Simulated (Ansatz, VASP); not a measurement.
## Two plane-wave programs on CoBr

```
CELL_PARAMETERS angstrom
3.32557 0.00000 0.00000
-1.66278 2.88003 0.00000
0.00000 0.00000 4.43393
ATOMIC_POSITIONS crystal
Co 0.00000 0.00000 0.00000
Br 0.00000 0.00000 0.50000
```

Alike in both runs: functional PBEsol; k mesh 9 × 9 × 6; collinear spin.

Ansatz relaxed the structure, and its values are those at the end. VASP's run is a single point on that final structure, the one shown.

|  | VASP | Ansatz |
| --- | --- | --- |
| version | VASP 6.6.1 | Ansatz 0.2.0 |
| potentials or method | VASP PAW PBE potentials, release 64 (Co, Br) | plane waves, PAW |
| plane-wave cutoff (eV) | 520 | 420 |
| occupations | fermi-dirac, width 0.1 eV | fermi-dirac |
| valence electrons in the cell | 16 | 24 |

|  | VASP | Ansatz | Ansatz less VASP |
| --- | --- | --- | --- |
| pressure (GPa) | 0.2 | 0.0 | -0.17 |
| net moment per atom (μB) | 1.02 | 1.02 | +0.002 |
| size of the moment on the site where the two differ most (μB) | 1.90 | 1.87 | -0.035 |

VASP's potentials were made for PBE, not for PBEsol. Site moments also hang on the region over which each program counts them. VASP's potentials hold 16 valence electrons a cell and Ansatz's 24, so a difference there can come from the potentials and not from the codes.
